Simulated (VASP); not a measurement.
A run of VASP 6.6.1 is set up as follows.

Contents of INCAR:

```
ALGO = Normal ; EDIFF = 1E-7
EDIFFG = -0.04 ; ENCUT = 600
GGA = PE ; IBRION = 2
ISIF = 3 ; ISMEAR = 0
LASPH = True ; LCHARG = False
LREAL = False ; LWAVE = False
NELM = 80 ; NSW = 90
PREC = Accurate ; SIGMA = 0.1
```

File KPOINTS:

```
k-points
0
Gamma
  4 4 4
```

Contents of POSCAR:

```
AlC2
1.0
    2.5919777367     -2.7906017986      0.0000000000
    2.5919777367      2.7906017986      0.0000000000
    0.0000000000      0.0000000000      5.1523000836
Al C
2 4
Direct
    0.2500000000      0.7500000000      0.3333333333
    0.7500000000      0.2500000000      0.6666666667
    0.9166666667      0.4166666667      0.1250000000
    0.5833333333      0.0833333333      0.1250000000
    0.0833333333      0.5833333333      0.8750000000
    0.4166666667      0.9166666667      0.8750000000
```

Potentials or basis: VASP PAW PBE potentials, release 64 (Al, C).

Run with:

```console
$ cat potpaw_PBE.64/Al/POTCAR potpaw_PBE.64/C/POTCAR > POTCAR
$ mpirun -np 1 vasp_std > vasp.out
```

Question: What does it give for the relaxed cell?

Answer: a = 3.377 Å, b = 3.377 Å, c = 6.233 Å, α = 90.00°, β = 90.00°, γ = 103.46°.

Question: What does it give for the band gap on the k mesh?

Answer: Zero (bands 11 and 12 overlap by 1.97 eV).

Question: Estimate the space group after relaxing (to 0.1 Å).

Answer: Cmme (No. 67).

Question: Predict the relaxed volume.

Answer: 11.52 Å³/atom.

Stress tensor (GPa, compression positive):
```
 0.02  0.00  0.00
 0.00  0.11  0.00
 0.00  0.00 -0.09
```

Caveat: the k points lie up to 0.48 Å⁻¹ apart in the final cell, too coarse for converged energies and pressures of a metal; a cell axis changed by over 15 % at a fixed basis, so the end point is rough.
